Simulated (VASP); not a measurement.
# SbMo3 (Pmm2) in VASP: single point with r2SCAN

Aim: the single point of SbMo3 with r2SCAN.

Everything below comes from runs of VASP 6.6.1. Logs are shortened: lines on timing, memory, paths and dates and some standing lists are left out, and cuts for length are marked.

## Step 1: The cell of the first run

It takes space group Pmm2 (No. 25, orthorhombic). Conventional cell: a = 2.846 Å, b = 4.568 Å, c = 4.933 Å, α = 90.00°, β = 90.00°, γ = 90.00°. Within 3.6 Å of Sb (site symmetry mm2) lie 10 Mo at 2.74 to 2.95 Å and 2 Sb at 2.85 Å. Mo (site symmetry mm2) has 4 Sb at 2.74 to 2.95 Å and 8 Mo at 2.79 to 2.85 Å within 3.6 Å. Within 3.7 Å of Mo (site symmetry mm2) lie 10 Mo at 2.79 to 2.90 Å and 2 Sb at 2.80 Å. Within 3.7 Å of Mo (site symmetry mm2) lie 8 Mo at 2.80 to 2.90 Å and 4 Sb at 2.84 Å.

## Step 2: Single point, r2SCAN

Contents of POSCAR:

```
SbMo3
1.0
    2.8459483900      0.0000000000      0.0000000000
    0.0000000000      4.5678985300      0.0000000000
    0.0000000000      0.0000000000      4.9331039500
Sb Mo
1 3
Direct
    0.0000000000      0.0000000000      0.9751200000
    0.5000000000      0.0000000000      0.5000000000
    0.0000000000      0.5000000000      0.6480800000
    0.5000000000      0.5000000000      0.1601600000
```

Contents of INCAR.step1:

```
PREC = Accurate ; ENCUT = 520
ISMEAR = -1 ; SIGMA = 0.1
LREAL = F ; LASPH = T
NELM = 100 ; NBANDS = 32
GGA = PE ; ALGO = Normal
EDIFF = 1E-4 ; LWAVE = T
LCHARG = F
```

Contents of INCAR.step2:

```
PREC = Accurate ; ENCUT = 520
EDIFF = 1E-6 ; ISMEAR = -1
SIGMA = 0.1 ; LREAL = F
LASPH = T ; NELM = 100
ALGO = Normal ; ISIF = 2
LWAVE = F ; LCHARG = T
METAGGA = R2SCAN ; LMIXTAU = T
LELF = T ; LVHAR = T
NBANDS = 32 ; ISTART = 1
```

Contents of KPOINTS:

```
Automatic mesh
0
Gamma
  12 8 7
```

Potentials or basis: VASP PAW PBE potentials, release 64 (Sb, Mo_sv).

On the command line:

```
cat potpaw_PBE.64/Sb/POTCAR potpaw_PBE.64/Mo_sv/POTCAR > POTCAR
cp INCAR.step1 INCAR
mpirun -np 1 vasp_std > vasp.out
cp INCAR.step2 INCAR
mpirun -np 1 vasp_std > vasp.out
```

OUTCAR:

```text
PREC = Accurate
   ENCUT = 520
   EDIFF = 1E-6
   ISMEAR = -1
   LREAL = F
   LASPH = T
   NELM = 100
   ISIF = 2
   METAGGA = R2SCAN
   ISTART = 1

 ion  position               nearest neighbor table
   1  0.000  0.000  0.975-   2 2.74   2 2.74   3 2.80   3 2.80   4 2.84   4 2.84   4 2.84   4 2.84
                             2 2.95   2 2.95
   2  0.500  0.000  0.500-   1 2.74   1 2.74   3 2.79   3 2.79   3 2.79   3 2.79   4 2.83   4 2.83
                             1 2.95   1 2.95
   3  0.000  0.500  0.648-   2 2.79   2 2.79   2 2.79   2 2.79   4 2.80   4 2.80   1 2.80   1 2.80
                             4 2.90   4 2.90
   4  0.500  0.500  0.160-   3 2.80   3 2.80   2 2.83   2 2.83   1 2.84   1 2.84   1 2.84   1 2.84
                             3 2.90   3 2.90

  LATTYP: Found a simple orthorhombic cell.
 ALAT       =     2.8459483900
 B/A-ratio  =     1.6050531858
 C/A-ratio  =     1.7333778671

  Lattice vectors:

 A1 = (   2.8459483900,   0.0000000000,   0.0000000000)
 A2 = (   0.0000000000,   4.5678985300,   0.0000000000)
 A3 = (   0.0000000000,   0.0000000000,   4.9331039500)

Analysis of symmetry for initial positions (statically):
=====================================================================
 Subroutine PRICEL returns:
 Original cell was already a primitive cell.

 Routine SETGRP: Setting up the symmetry group for a
 simple orthorhombic supercell.

 Subroutine GETGRP returns: Found  4 space group operations
 (whereof  4 operations were pure point group operations)
 out of a pool of  8 trial point group operations.

The static configuration has the point symmetry C_2v.

Analysis of symmetry for dynamics (positions and initial velocities):
=====================================================================
 Subroutine PRICEL returns:
 Original cell was already a primitive cell.

 Routine SETGRP: Setting up the symmetry group for a
 simple orthorhombic supercell.

 Subroutine GETGRP returns: Found  4 space group operations
 (whereof  4 operations were pure point group operations)
 out of a pool of  8 trial point group operations.

The dynamic configuration has the point symmetry C_2v.

 Subroutine INISYM returns: Found  4 space group operations
 (whereof  4 operations are pure point group operations),
 and found     1 'primitive' translations

----------------------------------------------------------------------------------------

                                     Primitive cell

  volume of cell :      64.1304

  direct lattice vectors                    reciprocal lattice vectors
     2.845948390  0.000000000  0.000000000     0.351376716  0.000000000  0.000000000
     0.000000000  4.567898530  0.000000000     0.000000000  0.218919049  0.000000000
     0.000000000  0.000000000  4.933103950     0.000000000  0.000000000  0.202712128

  length of vectors
     2.845948390  4.567898530  4.933103950     0.351376716  0.218919049  0.202712128

  position of ions in fractional coordinates (direct lattice)
     0.000000000  0.000000000  0.975120000
     0.500000000  0.000000000  0.500000000
     0.000000000  0.500000000  0.648080000
     0.500000000  0.500000000  0.160160000

  ion indices of the primitive-cell ions
   primitive index   ion index
                 1           1
                 2           2
                 3           3
                 4           4

----------------------------------------------------------------------------------------

 KPOINTS: Automatic mesh

Automatic generation of k-mesh.
 Grid dimensions read from file:
 generate k-points for:   12    8    7

 Generating k-lattice:

  Cartesian coordinates                     Fractional coordinates (reciprocal lattice)
     0.029281393  0.000000000  0.000000000     0.083333333  0.000000000  0.000000000
     0.000000000  0.027364881  0.000000000     0.000000000  0.125000000  0.000000000
     0.000000000  0.000000000  0.028958875     0.000000000  0.000000000  0.142857143

  Length of vectors
     0.029281393  0.027364881  0.028958875

  Shift w.r.t. Gamma in fractional coordinates (k-lattice)
     0.000000000  0.000000000  0.000000000

 Subroutine IBZKPT returns following result:
 ===========================================

 Found    140 irreducible k-points:

 Following reciprocal coordinates:
            Coordinates               Weight
  0.000000  0.000000  0.000000      1.000000
  0.083333  0.000000  0.000000      2.000000
  0.166667  0.000000  0.000000      2.000000
  0.250000  0.000000  0.000000      2.000000
  0.333333  0.000000  0.000000      2.000000
  0.416667  0.000000  0.000000      2.000000
[... 16 lines left out ...]
  0.083333  0.375000  0.000000      4.000000
  0.166667  0.375000  0.000000      4.000000
 [... further k-points ...]
   k-points           NKPTS =    140   k-points in BZ     NKDIM =    140   number of bands    NBANDS=     32
   number of dos      NEDOS =    301   number of ions     NIONS =      4
   total plane-waves  NPLWV =  34560
   dimension x,y,z NGX =    24 NGY =   36 NGZ =   40
   dimension x,y,z NGXF=    48 NGYF=   72 NGZF=   80
   ions per type =               1   3
   NGX,Y,Z   is equivalent  to a cutoff of  14.02, 13.10, 13.48 a.u.
   NGXF,Y,Z  is equivalent  to a cutoff of  28.04, 26.20, 26.96 a.u.
 SYSTEM =  unknown system
   PREC   = accura    normal or accurate (medium, high low for compatibility)
   ISTART =      1    job   : 0-new  1-cont  2-samecut
   ICHARG =      0    charge: 1-file 2-atom 10-const
   ISPIN  =      1    spin polarized calculation?
   LNONCOLLINEAR =      F non collinear calculations
   LSORBIT =      F    spin-orbit coupling
   LASPH  =      T    aspherical Exc in radial PAW
   ENCUT  =  520.0 eV  38.22 Ry    6.18 a.u.   5.29  8.49  9.17*2*pi/ulx,y,z
   NELM   =    100;   NELMIN=  2; NELMDL=  0     # of ELM steps
   EDIFF  = 0.1E-05   stopping-criterion for ELM
   LREAL  =      F    real-space projection
   EDIFFG = 0.1E-04   stopping-criterion for IOM
   NSW    =      0    number of steps for IOM
   IBRION =     -1    ionic relax: 0-MD 1-quasi-New 2-CG
   NFREE  =      0    steps in history (QN), initial steepest desc. (CG)
   ISIF   =      2    stress and relaxation
   ISYM   =      2    0-nonsym 1-usesym 2-fastsym
   POTIM  = 0.5000    time-step for ionic-motion
   TEBEG  =    0.0;   TEEND  =   0.0 temperature during run
   PSTRESS=    0.0 pullay stress
   NELECT =      47.0000    total number of electrons
   NUPDOWN=      -1.0000    fix difference up-down
   EMIN   =  10.00;   EMAX   =-10.00  energy-range for DOS
   EFERMI =   0.00;   METHOD = LEGACY
   ISMEAR =    -1;   SIGMA  =   0.10  broadening in eV -4-tet -1-fermi 0-gaus
   EFERMI_NEDOS =   21; number of points for ismear=-14 and -15
   IALGO  =     38    algorithm
   IMIX   =      4    mixing-type and parameters
     AMIX     =   0.40;   BMIX     =  1.00
     AMIX_MAG =   1.60;   BMIX_MAG =  1.00
  volume/ion in A,a.u.               =      16.03       108.19
  Fermi-wavevector in a.u.,A,eV,Ry     =   1.475999  2.789235 29.641305  2.178574
  Thomas-Fermi vector in A             =   2.590580
   LORBIT       =      0    0 simple, 1 ext, 2 COOP (PROOUT), +10 PAW based schemes
   METAGGA = R2SCAN    functional components
   LHFCALC =     F    Hartree Fock is set to
   AEXX    =    0.0000 exact exchange contribution
   IVDW    =     0    specifies the selected vdW correction
   LEPSILON=     F    determine dielectric tensor
   LRPA    =     F    only Hartree local field effects (RPA)
 non-spin polarized calculation
  energy-cutoff  :      520.00
  volume of cell :       64.13
 maximum number of plane-waves:      1748
 NGX is ok and might be reduce to    24
   NGX = 11   NGY = 17   NGZ = 19

 number of electron      47.0000005 magnetization

 Free energy of the ion-electron system (eV)
  ---------------------------------------------------
  ext. energy  EPLUGINS =         0.00000000
  ---------------------------------------------------
  free energy    TOTEN  =      -101.85764519 eV

  energy without entropy =     -101.73836078  energy(sigma->0) =     -101.79800298

 E-fermi :  13.3067     XC(G=0): -14.1765

 val. band max:       13.3057471291   @ k =   0.0833   0.5000   0.0000
 cond. band min:      13.3106098416   @ k =   0.0833   0.3750   0.4286
 fundamental gap:      0.0048627124
 Fermi energy:        13.3066641560

 k-point     1 :       0.0000    0.0000    0.0000
  band No.  band energies     occupation
      1     -49.5833      2.00000
      2     -49.3906      2.00000
      3     -49.2235      2.00000
      4     -23.4224      2.00000
      5     -23.3373      2.00000
      6     -22.9621      2.00000
[... 24 lines left out ...]
     31      17.3063      0.00000
     32      17.7208      0.00000

 k-point     2 :       0.0833    0.0000    0.0000
  band No.  band energies     occupation
      1     -49.5756      2.00000
      2     -49.3842      2.00000
      3     -49.2220      2.00000
      4     -23.4029      2.00000
      5     -23.3168      2.00000
      6     -22.9541      2.00000
[... 24 lines left out ...]
     31      17.2968      0.00000
     32      18.1853      0.00000

 k-point     3 :       0.1667    0.0000    0.0000
  band No.  band energies     occupation
      1     -49.5543      2.00000
      2     -49.3663      2.00000
      3     -49.2183      2.00000
      4     -23.3480      2.00000
      5     -23.2586      2.00000
      6     -22.9320      2.00000
[... 24 lines left out ...]
     31      17.4597      0.00000
     32      17.5180      0.00000

 k-point     4 :       0.2500    0.0000    0.0000
  band No.  band energies     occupation
      1     -49.5249      2.00000
      2     -49.3401      2.00000
      3     -49.2152      2.00000
      4     -23.2689      2.00000
      5     -23.1753      2.00000
      6     -22.9894      2.00000
[... 654 lines left out ...]
     31      17.3394      0.00000
     32      18.1978      0.00000

 k-point    23 :       0.0833    0.3750    0.0000
  band No.  band energies     occupation
      1     -49.5559      2.00000
      2     -49.3608      2.00000
      3     -49.2663      2.00000
      4     -23.3898      2.00000
      5     -23.2344      2.00000
      6     -23.0722      2.00000
[... 24 lines left out ...]
     31      17.6516      0.00000
     32      18.8138      0.00000

 k-point    24 :       0.1667    0.3750    0.0000
  band No.  band energies     occupation
      1     -49.5369      2.00000
      2     -49.3452      2.00000
      3     -49.2577      2.00000
      4     -23.3311      2.00000
      5     -23.2161      2.00000
      6     -23.0655      2.00000
[... 24 lines left out ...]
     31      17.5356      0.00000
     32      18.3970      0.00000

 [... further k-points ...]
[... 5 lines left out ...]
  --------------------------------------------------------------------------------------
  -------------------------------------------------------------------------------------
  Total       10.5899304      4.2758780      1.1751567      0.0000000      0.0000000      0.0000000
  in kB      264.5696068    106.8248155     29.3590920      0.0000000      0.0000000      0.0000000
  external PRESSURE =     133.5845048 kB  Pullay stress =       0.0000000 kB

 VOLUME and BASIS-vectors are now :
 -----------------------------------------------------------------------------
  energy-cutoff  :      520.00
  volume of cell :       64.13
      direct lattice vectors                 reciprocal lattice vectors
     2.845948390  0.000000000  0.000000000     0.351376716  0.000000000  0.000000000
     0.000000000  4.567898530  0.000000000     0.000000000  0.218919049  0.000000000
     0.000000000  0.000000000  4.933103950     0.000000000  0.000000000  0.202712128

 POSITION                                       TOTAL-FORCE (eV/Angst)
 -----------------------------------------------------------------------------------
      0.00000      0.00000      4.81037         0.000000      0.000000      1.297917
      1.42297      0.00000      2.46655         0.000000      0.000000     -1.794611
      0.00000      2.28395      3.19705         0.000000      0.000000     -0.039945
      1.42297      2.28395      0.79009         0.000000      0.000000      0.536639
 -----------------------------------------------------------------------------------
    total drift:                                0.000000      0.000000      0.000288

  FREE ENERGIE OF THE ION-ELECTRON SYSTEM (eV)
  ---------------------------------------------------
  free  energy   TOTEN  =      -101.8576451853 eV

  energy  without entropy=     -101.7383607784  energy(sigma->0) =     -101.79800298
```

Wall time 11 min (1 thread of Intel Xeon Platinum 8375C at 2.90GHz (Ice Lake), shared host); peak memory 0.36 GiB.

What came out:

```yaml
Free_energy: -101.8576 eV
Pressure: 13.4 GPa
Largest_force: 1.795 eV/Å
```

Forces in eV/Å, atoms in the order of the input:
```
Sb   0.000  0.000  1.298
Mo   0.000  0.000 -1.795
Mo   0.000  0.000 -0.040
Mo   0.000  0.000  0.537
```

Stress tensor (GPa, compression positive):
```
26.46  0.00  0.00
 0.00 10.68  0.00
 0.00  0.00  2.94
```

Caveat: the PAW data sets were made with another functional, which shifts forces and pressure a little; spin-orbit coupling is left out, which moves the levels of the heavy elements.
